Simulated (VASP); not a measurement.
SiC:

```
Si C
1.0
     0.00000    2.17400    2.17400
     2.17400    0.00000    2.17400
     2.17400    2.17400    0.00000
Si C
1 1
Direct
  0.00000 0.00000 0.00000
  0.75000 0.75000 0.75000
```

Program: VASP 6.6.1. Alike in all runs: no spin polarisation; cell as given; cutoff (eV) 520; smearing fermi-dirac 0.05 eV.

Question: Order these runs on this cell by their pressure, lowest first.
A. level LDA; potentials or basis VASP PAW LDA potentials, release 64 (Si, C); k mesh 16 × 16 × 16
B. level PBE; potentials or basis VASP PAW PBE potentials, release 64 (Si, C); k mesh 22 × 22 × 22
C. level PBEsol; potentials or basis VASP PAW PBE potentials, release 64 (Si, C); k mesh 16 × 16 × 16

Answer: A (-2.5 GPa), C (1.7 GPa), B (4.8 GPa).

Caveats: the cell stands under pressure (at least some runs); the PAW data sets were made with another functional, which shifts forces and pressure a little (at least some runs).
